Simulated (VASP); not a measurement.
Runs of VASP 6.6.1 on Y. Symmetry: P6_3/mmc, No. 194, hexagonal system. The conventional cell has a = 3.654 Å, b = 3.654 Å, c = 5.699 Å, α = 90.00°, β = 90.00°, γ = 120.00°. Within 4.7 Å of Y (site symmetry -6m2) lie 12 Y at 3.55 to 3.65 Å. 

| k mesh | smearing | gap on the mesh (eV) | pressure (GPa) |
| --- | --- | --- | --- |
| 4 × 4 × 2 | fermi-dirac 0.1 eV | none | (a) |
| 2 × 2 × 1 | fermi-dirac 0.1 eV | none | -8.5 |
| 5 × 5 × 3 | fermi-dirac 0.1 eV | none | 0.0 |
| 10 × 10 × 6 | fermi-dirac 0.2 eV | none | (b) |
| 8 × 8 × 5 | fermi-dirac 0.1 eV | none | -0.1 |

Alike in all rows: task single point; level PBE; potentials or basis VASP PAW PBE potentials, release 64 (Y_sv); no spin polarisation; cell as given; cutoff (eV) 520.

Fill in the values left out.

(a) 0.6; (b) 0.2.

Caveats: some runs use coarse meshes.

A k mesh can miss the band edges, and the runs leave out spin-orbit coupling on Y.

A gap of «none» marks levels without a gap at the run's occupations.
